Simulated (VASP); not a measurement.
TiN:

```xyz
2
Lattice="0.0000 2.0735 2.0735 2.0735 0.0000 2.0735 2.0735 2.0735 0.0000" Properties=species:S:1:pos:R:3 pbc="T T T"
Ti    0.0000    0.0000    0.0000
N     2.0735    2.0735    2.0735
```

Base run:

```yaml
Program: VASP 6.6.1
Functional: PBEsol
Potentials_or_basis: VASP PAW PBE potentials, release 64 (Ti_sv, N)
Cutoff: 520 eV
k_mesh: 20 × 20 × 20
Occupations: gaussian, width 0.15 eV
Spin: collinear spin, ferromagnetic start
Starting_moments: "[0.875, 0.0] μB"
Fixed_moment: 0.875 μB
```

Its results: pressure 20.7 GPa; site moments Ti +0.65; N +0.06 μB.

Question: The run is repeated on the same cell with these changes: fixed moment from 0.875 μB to 0.375 μB; moments at the start from [0.88, 0.0] to [0.38, 0.0]. What comes out?

Answer: Pressure 15.1 GPa; site moments Ti +0.28; N +0.02 μB.

Caveats: the PAW data sets were made with another functional, which shifts forces and pressure a little; the total moment is fixed, so each spin has its own Fermi level.
